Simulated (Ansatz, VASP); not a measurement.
# One calculation of Fe5Co3, two programs

```
Fe Co
1.0
    -2.84815    2.84815    2.84815
     2.84815   -2.84815    2.84815
     2.84815    2.84815   -2.84815
Fe Co
5 3
Direct
  0.00000 0.00000 0.00000
  0.00000 0.00000 0.50000
  0.00000 0.50000 0.00000
  0.50000 0.00000 0.00000
  0.50000 0.50000 0.50000
  0.00000 0.50000 0.50000
  0.50000 0.50000 0.00000
  0.50000 0.00000 0.50000
```

Alike in both runs: functional PBE; k mesh 6 × 6 × 6; occupations gaussian, width 0.1 eV; collinear spin.

Ansatz relaxed the structure, and its values are those at the end. VASP's run is a single point on that final structure, the one shown.

|  | VASP | Ansatz |
| --- | --- | --- |
| version | VASP 6.6.1 | Ansatz 0.2.0 |
| potentials or method | VASP PAW PBE potentials, release 64 (Fe, Co), cutoff 520 eV | scalar-relativistic, plane waves, PAW |
| valence electrons in the cell | 67 | 131 |

VASP gave:

```
gap on the k mesh at the Fermi level (eV)                     : none
pressure (GPa)                                                : 0.0
net moment per atom (μB)                                      : 2.33
size of the moment on the site where the two differ most (μB) : 1.76
```

Estimate Ansatz's values.

gap on the k mesh at the Fermi level (eV): none; pressure (GPa): 0.3; net moment per atom (μB): 2.33; size of the moment on the site where the two differ most (μB): 1.83.

Site moments also hang on the region over which each program counts them. A gap of «none» marks a metal or a gap that the smearing closes. The functional is the same, so the differences come from potentials, cutoffs and numerics. VASP's potentials hold 67 valence electrons a cell and Ansatz's 131, so a difference there can come from the potentials and not from the codes.
